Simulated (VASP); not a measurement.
# BN (e600) (F-43m) in VASP: notebook

The runs below take BN (e600) through single point, with PBEsol.

Everything below comes from runs of VASP 6.6.1. Logs are shortened: lines on timing, memory, paths and dates and some standing lists are left out, and cuts for length are marked.

## 1. The cell of the first run

It takes space group F-43m (No. 216, cubic). The conventional cell has a = 3.616 Å, b = 3.616 Å, c = 3.616 Å, α = 90.00°, β = 90.00°, γ = 90.00°. Within 2.1 Å of B (site symmetry -43m) lie 4 N at 1.57 Å. Within 2.1 Å of N (site symmetry -43m) lie 4 B at 1.57 Å.

## 2. Single point, PBEsol

File INCAR:

```
PREC = Accurate
ENCUT = 600
EDIFF = 1E-6
ISMEAR = 0
SIGMA = 0.1
LREAL = F
LASPH = T
NELM = 120
ALGO = Normal
ISIF = 2
LWAVE = F
LCHARG = F
GGA = PS
NBANDS = 11
GGA_COMPAT = F
```

File KPOINTS:

```
regular mesh
0
Gamma
  8 8 8
```

File POSCAR:

```
BN
1.0
    0.0000000000      1.8080000000      1.8080000000
    1.8080000000      0.0000000000      1.8080000000
    1.8080000000      1.8080000000      0.0000000000
B N
1 1
Direct
    0.0000000000      0.0000000000      0.0000000000
    0.2500000000      0.2500000000      0.2500000000
```

Potentials or basis: VASP PAW PBE potentials, release 64 (B, N).

The run is started by

```sh
$ cat potpaw_PBE.64/B/POTCAR potpaw_PBE.64/N/POTCAR > POTCAR
$ mpirun -np 1 vasp_std > vasp.out
```

OUTCAR:

```text
PREC = Accurate
   ENCUT = 600
   EDIFF = 1E-6
   ISMEAR = 0
   LREAL = F
   LASPH = T
   NELM = 120
   ISIF = 2
   GGA = PS

 ion  position               nearest neighbor table
   1  0.000  0.000  0.000-   2 1.57   2 1.57   2 1.57   2 1.57
   2  0.250  0.250  0.250-   1 1.57   1 1.57   1 1.57   1 1.57

  LATTYP: Found a face centered cubic cell.
 ALAT       =     3.6160000000

  Lattice vectors:

 A1 = (   0.0000000000,   1.8080000000,   1.8080000000)
 A2 = (   1.8080000000,   0.0000000000,   1.8080000000)
 A3 = (   1.8080000000,   1.8080000000,   0.0000000000)

Analysis of symmetry for initial positions (statically):
=====================================================================
 Subroutine PRICEL returns:
 Original cell was already a primitive cell.

 Routine SETGRP: Setting up the symmetry group for a
 face centered cubic supercell.

 Subroutine GETGRP returns: Found 24 space group operations
 (whereof 24 operations were pure point group operations)
 out of a pool of 48 trial point group operations.

The static configuration has the point symmetry T_d .

Analysis of symmetry for dynamics (positions and initial velocities):
=====================================================================
 Subroutine PRICEL returns:
 Original cell was already a primitive cell.

 Routine SETGRP: Setting up the symmetry group for a
 face centered cubic supercell.

 Subroutine GETGRP returns: Found 24 space group operations
 (whereof 24 operations were pure point group operations)
 out of a pool of 48 trial point group operations.

The dynamic configuration has the point symmetry T_d .

 Subroutine INISYM returns: Found 24 space group operations
 (whereof 24 operations are pure point group operations),
 and found     1 'primitive' translations

----------------------------------------------------------------------------------------

                                     Primitive cell

  volume of cell :      11.8202

  direct lattice vectors                    reciprocal lattice vectors
     0.000000000  1.808000000  1.808000000    -0.276548673  0.276548673  0.276548673
     1.808000000  0.000000000  1.808000000     0.276548673 -0.276548673  0.276548673
     1.808000000  1.808000000  0.000000000     0.276548673  0.276548673 -0.276548673

  length of vectors
     2.556898121  2.556898121  2.556898121     0.478996352  0.478996352  0.478996352

  position of ions in fractional coordinates (direct lattice)
     0.000000000  0.000000000  0.000000000
     0.250000000  0.250000000  0.250000000

  ion indices of the primitive-cell ions
   primitive index   ion index
                 1           1
                 2           2

----------------------------------------------------------------------------------------

 KPOINTS: regular mesh

Automatic generation of k-mesh.
 Grid dimensions read from file:
 generate k-points for:    8    8    8

 Generating k-lattice:

  Cartesian coordinates                     Fractional coordinates (reciprocal lattice)
    -0.034568584  0.034568584  0.034568584     0.125000000  0.000000000  0.000000000
     0.034568584 -0.034568584  0.034568584     0.000000000  0.125000000  0.000000000
     0.034568584  0.034568584 -0.034568584     0.000000000  0.000000000  0.125000000

  Length of vectors
     0.059874544  0.059874544  0.059874544

  Shift w.r.t. Gamma in fractional coordinates (k-lattice)
     0.000000000  0.000000000  0.000000000

 Subroutine IBZKPT returns following result:
 ===========================================

 Found     29 irreducible k-points:

 Following reciprocal coordinates:
            Coordinates               Weight
  0.000000  0.000000  0.000000      1.000000
  0.125000  0.000000  0.000000      8.000000
  0.250000  0.000000  0.000000      8.000000
  0.375000  0.000000  0.000000      8.000000
  0.500000  0.000000  0.000000      4.000000
  0.125000  0.125000  0.000000      6.000000
[... 16 lines left out ...]
  0.500000  0.250000  0.125000     48.000000
 -0.375000  0.250000  0.125000     24.000000
 [... further k-points ...]
   k-points           NKPTS =     29   k-points in BZ     NKDIM =     29   number of bands    NBANDS=     11
   number of dos      NEDOS =    301   number of ions     NIONS =      2
   total plane-waves  NPLWV =   8000
   dimension x,y,z NGX =    20 NGY =   20 NGZ =   20
   dimension x,y,z NGXF=    40 NGYF=   40 NGZF=   40
   ions per type =               1   1
   NGX,Y,Z   is equivalent  to a cutoff of  13.00, 13.00, 13.00 a.u.
   NGXF,Y,Z  is equivalent  to a cutoff of  26.01, 26.01, 26.01 a.u.
 SYSTEM =  unknown system
   PREC   = accura    normal or accurate (medium, high low for compatibility)
   ISTART =      0    job   : 0-new  1-cont  2-samecut
   ICHARG =      2    charge: 1-file 2-atom 10-const
   ISPIN  =      1    spin polarized calculation?
   LNONCOLLINEAR =      F non collinear calculations
   LSORBIT =      F    spin-orbit coupling
   LASPH  =      T    aspherical Exc in radial PAW
   ENCUT  =  600.0 eV  44.10 Ry    6.64 a.u.   5.11  5.11  5.11*2*pi/ulx,y,z
   NELM   =    120;   NELMIN=  2; NELMDL= -5     # of ELM steps
   EDIFF  = 0.1E-05   stopping-criterion for ELM
   LREAL  =      F    real-space projection
   EDIFFG = 0.1E-04   stopping-criterion for IOM
   NSW    =      0    number of steps for IOM
   IBRION =     -1    ionic relax: 0-MD 1-quasi-New 2-CG
   NFREE  =      0    steps in history (QN), initial steepest desc. (CG)
   ISIF   =      2    stress and relaxation
   ISYM   =      2    0-nonsym 1-usesym 2-fastsym
   POTIM  = 0.5000    time-step for ionic-motion
   TEBEG  =    0.0;   TEEND  =   0.0 temperature during run
   PSTRESS=    0.0 pullay stress
   NELECT =       8.0000    total number of electrons
   NUPDOWN=      -1.0000    fix difference up-down
   EMIN   =  10.00;   EMAX   =-10.00  energy-range for DOS
   EFERMI =   0.00;   METHOD = LEGACY
   ISMEAR =     0;   SIGMA  =   0.10  broadening in eV -4-tet -1-fermi 0-gaus
   EFERMI_NEDOS =   21; number of points for ismear=-14 and -15
   IALGO  =     38    algorithm
   IMIX   =      4    mixing-type and parameters
     AMIX     =   0.40;   BMIX     =  1.00
     AMIX_MAG =   1.60;   BMIX_MAG =  1.00
  volume/ion in A,a.u.               =       5.91        39.88
  Fermi-wavevector in a.u.,A,eV,Ry     =   1.437352  2.716201 28.109366  2.065980
  Thomas-Fermi vector in A             =   2.556439
   LORBIT       =      0    0 simple, 1 ext, 2 COOP (PROOUT), +10 PAW based schemes
   GGA     = PS    functional components
   LHFCALC =     F    Hartree Fock is set to
   AEXX    =    0.0000 exact exchange contribution
   IVDW    =     0    specifies the selected vdW correction
   LEPSILON=     F    determine dielectric tensor
   LRPA    =     F    only Hartree local field effects (RPA)
 non-spin polarized calculation
 Gauss-broadening in eV      SIGMA  =   0.10
  energy-cutoff  :      600.00
  volume of cell :       11.82
 maximum number of plane-waves:       411
   NGX = 11   NGY = 11   NGZ = 11

 number of electron       7.9999999 magnetization

 Free energy of the ion-electron system (eV)
  ---------------------------------------------------
  ext. energy  EPLUGINS =         0.00000000
  ---------------------------------------------------
  free energy    TOTEN  =       -18.34986526 eV

  energy without entropy =      -18.34986526  energy(sigma->0) =      -18.34986526

 E-fermi :   7.9018     XC(G=0): -13.0122

 val. band max:        7.3524007984   @ k =   0.0000   0.0000   0.0000
 cond. band min:      11.6282826514   @ k =   0.5000   0.5000   0.0000
 fundamental gap:      4.2758818530
 Fermi energy:         7.9017968306

 k-point     1 :       0.0000    0.0000    0.0000
  band No.  band energies     occupation
      1     -12.8912      2.00000
      2       7.3524      2.00000
      3       7.3524      2.00000
      4       7.3524      2.00000
      5      16.1099      0.00000
      6      16.1099      0.00000
      7      16.1099      0.00000
      8      17.6073      0.00000
      9      31.8470      0.00000
     10      35.0295      0.00000
     11      35.0295      0.00000

 k-point     2 :       0.1250    0.0000    0.0000
  band No.  band energies     occupation
      1     -12.5104      2.00000
      2       5.4644      2.00000
      3       6.9697      2.00000
      4       6.9697      2.00000
      5      16.4635      0.00000
      6      16.6827      0.00000
      7      16.6827      0.00000
      8      18.8076      0.00000
      9      31.3486      0.00000
     10      31.8166      0.00000
     11      31.8166      0.00000

 k-point     3 :       0.2500    0.0000    0.0000
  band No.  band energies     occupation
      1     -11.4040      2.00000
      2       1.8425      2.00000
      3       6.2187      2.00000
      4       6.2187      2.00000
      5      16.9225      0.00000
      6      17.6266      0.00000
      7      17.6266      0.00000
      8      20.8219      0.00000
      9      30.4836      0.00000
     10      30.7659      0.00000
     11      30.7659      0.00000

 k-point     4 :       0.3750    0.0000    0.0000
  band No.  band energies     occupation
      1      -9.7635      2.00000
      2      -1.6324      2.00000
      3       5.6216      2.00000
      4       5.6216      2.00000
      5      17.2952      0.00000
      6      17.9737      0.00000
      7      17.9737      0.00000
      8      22.0500      0.00000
      9      30.3136      0.00000
     10      32.3058      0.00000
     11      32.3058      0.00000
[... 239 lines left out ...]
 k-point    22 :       0.3750    0.2500    0.1250
  band No.  band energies     occupation
      1     -10.4603      2.00000
      2       1.6260      2.00000
      3       3.3839      2.00000
      4       5.3197      2.00000
      5      15.8122      0.00000
      6      19.1304      0.00000
      7      19.8639      0.00000
      8      20.6126      0.00000
      9      26.6235      0.00000
     10      32.8493      0.00000
     11      34.5302      0.00000

 k-point    23 :       0.5000    0.2500    0.1250
  band No.  band energies     occupation
      1      -8.9257      2.00000
      2      -0.9198      2.00000
      3       2.5715      2.00000
      4       4.3830      2.00000
      5      16.6082      0.00000
      6      18.6204      0.00000
      7      21.0329      0.00000
      8      21.9066      0.00000
      9      27.2364      0.00000
     10      32.4266      0.00000
     11      34.6743      0.00000

 k-point    24 :      -0.3750    0.2500    0.1250
  band No.  band energies     occupation
      1      -7.9169      2.00000
      2      -2.4178      2.00000
      3       2.5029      2.00000
      4       3.8743      2.00000
      5      16.7864      0.00000
      6      18.4472      0.00000
      7      21.6790      0.00000
      8      23.0386      0.00000
      9      26.5934      0.00000
     10      33.0599      0.00000
     11      34.6660      0.00000

 [... further k-points ...]

------------------------ aborting loop because EDIFF is reached ----------------------------------------

  FORCE on cell =-STRESS in cart. coord.  units (eV):
  Direction    XX          YY          ZZ          XY          YZ          ZX
  --------------------------------------------------------------------------------------
  -------------------------------------------------------------------------------------
  Total       -0.2175680     -0.2175680     -0.2175680     -0.0000000      0.0000000     -0.0000000
  in kB      -29.4903714    -29.4903714    -29.4903714     -0.0000000      0.0000000     -0.0000000
  external PRESSURE =     -29.4903714 kB  Pullay stress =       0.0000000 kB

 VOLUME and BASIS-vectors are now :
 -----------------------------------------------------------------------------
  energy-cutoff  :      600.00
  volume of cell :       11.82
      direct lattice vectors                 reciprocal lattice vectors
     0.000000000  1.808000000  1.808000000    -0.276548673  0.276548673  0.276548673
     1.808000000  0.000000000  1.808000000     0.276548673 -0.276548673  0.276548673
     1.808000000  1.808000000  0.000000000     0.276548673  0.276548673 -0.276548673

 POSITION                                       TOTAL-FORCE (eV/Angst)
 -----------------------------------------------------------------------------------
      0.00000      0.00000      0.00000        -0.000000     -0.000000     -0.000000
      0.90400      0.90400      0.90400         0.000000      0.000000      0.000000
 -----------------------------------------------------------------------------------
    total drift:                                0.000000      0.000000      0.000000

  FREE ENERGIE OF THE ION-ELECTRON SYSTEM (eV)
  ---------------------------------------------------
  free  energy   TOTEN  =       -18.3498652635 eV

  energy  without entropy=      -18.3498652635  energy(sigma->0) =      -18.34986526
```

It took 5.6 s on 1 thread of Intel Xeon 8259CL, shared host; peak memory 0.12 GiB.

What came out:

```yaml
Free_energy: -18.3499 eV
Pressure: -2.9 GPa
Band_gap_on_the_k_mesh: 4.28 eV, indirect (least direct gap 8.76 eV)
```

Caveat: the PAW data sets were made with another functional, which shifts forces and pressure a little.

## 3. Single point, PBEsol

This run uses another cell than the first one, of 5.86 Å³/atom, 0.991 times its volume.

File INCAR:

```
ALGO     = Normal         # electronic algorithm
EDIFF    = 1E-6           # SCF threshold, eV
ENCUT    = 600            # plane-wave cutoff, eV
GGA      = PS             # functional
GGA_COMPAT= False        
ISIF     = 2              # what is computed and relaxed
ISMEAR   = 0              # smearing method
LASPH    = True           # aspherical terms in the spheres
LCHARG   = False          # write CHGCAR
LREAL    = False          # projectors in reciprocal space
LWAVE    = False          # write WAVECAR
NBANDS   = 11             # bands
NELM     = 120            # most SCF steps
PREC     = Accurate       # precision mode
SIGMA    = 0.02           # smearing width, eV
```

File KPOINTS:

```
k-points
0
Gamma
  10 10 10
```

File POSCAR:

```
BN
1.0
    0.0000000000      1.8025733205      1.8025733205
    1.8025733205      0.0000000000      1.8025733205
    1.8025733205      1.8025733205      0.0000000000
B N
1 1
Direct
    0.0000000000      0.0000000000      0.0000000000
    0.2500000000      0.2500000000      0.2500000000
```

Potentials or basis: VASP PAW PBE potentials, release 64 (B, N).

The run is started by

```sh
$ cat potpaw_PBE.64/B/POTCAR potpaw_PBE.64/N/POTCAR > POTCAR
$ mpirun -np 1 vasp_std > vasp.out
```

OUTCAR:

```text
EDIFF = 1E-6
   ENCUT = 600
   GGA = PS
   ISIF = 2
   ISMEAR = 0
   LASPH = True
   LREAL = False
   NELM = 120
   PREC = Accurate

 ion  position               nearest neighbor table
   1  0.000  0.000  0.000-   2 1.56   2 1.56   2 1.56   2 1.56
   2  0.250  0.250  0.250-   1 1.56   1 1.56   1 1.56   1 1.56

  LATTYP: Found a face centered cubic cell.
 ALAT       =     3.6051466410

  Lattice vectors:

 A1 = (   0.0000000000,   1.8025733205,   1.8025733205)
 A2 = (   1.8025733205,   0.0000000000,   1.8025733205)
 A3 = (   1.8025733205,   1.8025733205,   0.0000000000)

Analysis of symmetry for initial positions (statically):
=====================================================================
 Subroutine PRICEL returns:
 Original cell was already a primitive cell.

 Routine SETGRP: Setting up the symmetry group for a
 face centered cubic supercell.

 Subroutine GETGRP returns: Found 24 space group operations
 (whereof 24 operations were pure point group operations)
 out of a pool of 48 trial point group operations.

The static configuration has the point symmetry T_d .

Analysis of symmetry for dynamics (positions and initial velocities):
[... 163 lines left out ...]
 fundamental gap:      4.2851022999
 Fermi energy:         7.5871769504

 k-point     1 :       0.0000    0.0000    0.0000
  band No.  band energies     occupation
      1     -12.8829      2.00000
      2       7.4639      2.00000
      3       7.4639      2.00000
      4       7.4639      2.00000
      5      16.2638      0.00000
      6      16.2638      0.00000
      7      16.2638      0.00000
      8      17.8644      0.00000
      9      32.1276      0.00000
     10      35.2523      0.00000
     11      35.2523      0.00000
[... 309 lines left out ...]
 k-point    24 :       0.4000    0.3000    0.0000
  band No.  band energies     occupation
      1      -9.0499      2.00000
      2       0.6337      2.00000
      3       2.8794      2.00000
      4       3.3257      2.00000
      5      13.4348      0.00000
      6      18.0139      0.00000
      7      23.0012      0.00000
      8      23.0914      0.00000
      9      27.1311      0.00000
     10      34.6063      0.00000
     11      39.2505      0.00000

 [... further k-points ...]
[... 5 lines left out ...]
  --------------------------------------------------------------------------------------
  -------------------------------------------------------------------------------------
  Total        0.0368541      0.0368541      0.0368541      0.0000000      0.0000000      0.0000000
  in kB        5.0406559      5.0406559      5.0406559      0.0000000      0.0000000      0.0000000
  external PRESSURE =       5.0406559 kB  Pullay stress =       0.0000000 kB

 VOLUME and BASIS-vectors are now :
 -----------------------------------------------------------------------------
  energy-cutoff  :      600.00
  volume of cell :       11.71
      direct lattice vectors                 reciprocal lattice vectors
     0.000000000  1.802573321  1.802573321    -0.277381227  0.277381227  0.277381227
     1.802573321  0.000000000  1.802573321     0.277381227 -0.277381227  0.277381227
     1.802573321  1.802573321  0.000000000     0.277381227  0.277381227 -0.277381227

 POSITION                                       TOTAL-FORCE (eV/Angst)
 -----------------------------------------------------------------------------------
      0.00000      0.00000      0.00000         0.000000      0.000000      0.000000
      0.90129      0.90129      0.90129        -0.000000     -0.000000     -0.000000
 -----------------------------------------------------------------------------------
    total drift:                                0.000000      0.000000      0.000000

  FREE ENERGIE OF THE ION-ELECTRON SYSTEM (eV)
  ---------------------------------------------------
  free  energy   TOTEN  =       -18.3506275929 eV

  energy  without entropy=      -18.3506275929  energy(sigma->0) =      -18.35062759
```

Run time: 6.7 s. Hardware: 1 thread of Intel Xeon 8259CL, shared host; peak memory 0.12 GiB.

What came out:

| Item | Value |
| --- | --- |
| Free energy | -18.3506 eV |
| Pressure | 0.5 GPa |
| Band gap on the k mesh | 4.29 eV, indirect (least direct gap 8.80 eV) |

Levels at points of the mesh, in eV from the valence-band top:
```csv
k point,band 2,band 3,band 4,band 5,band 6,band 7
"(0.00, 0.00, 0.00)",0.00,0.00,0.00,8.80,8.80,8.80
"(0.50, 0.00, 0.00)",-10.86,-1.96,-1.96,10.20,10.67,10.67
"(0.50, 0.50, 0.00)",-9.02,-4.98,-4.98,4.29,9.14,18.00
```

Caveat: the PAW data sets were made with another functional, which shifts forces and pressure a little. A k mesh can miss the band edges.
